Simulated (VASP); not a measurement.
A run of VASP 6.6.1 is set up as follows.

Contents of INCAR:

```
SYSTEM = Ge
  PREC = Accurate
  ENCUT = 520
  EDIFF = 1E-7
  ISMEAR = -1
  SIGMA = 0.05
  LREAL = .False.
  LASPH = .True.
  NELM = 150
  ALGO = Normal
  ISIF = 2
  LWAVE = .False.
  LCHARG = .True.
  MAGMOM = 0 0 0 0 0 0
  LORBIT = 11
  LSORBIT = .True.
  GGA_COMPAT = .False.
  LORBMOM = .True.
  GGA = PE
  LVHAR = .True.
  NBANDS = 40
```

Contents of KPOINTS:

```
regular mesh
0
Gamma
  8 8 8
  0 0 0
```

The input POSCAR:

```
Ge
1.0
    0.0000000000      2.7711609388      2.7711609388
    2.7711609388      0.0000000000      2.7711609388
    2.7711609388      2.7711609388      0.0000000000
Ge
2
Direct
    0.7500000000      0.7500000000      0.7500000000
    0.5000000000      0.5000000000      0.5000000000
```

Potentials or basis: VASP PAW PBE potentials, release 64 (Ge_d).

Launch:

```bash
$ cat potpaw_PBE.64/Ge_d/POTCAR > POTCAR
$ mpirun -np 1 vasp_ncl > vasp.out
```

(1) What does it give for the pressure?

(2) What does it give for the net moment?

Results:

(1) 8.9 GPa.

(2) 0.00 μB per cell.

Caveat: the cell stands under pressure.
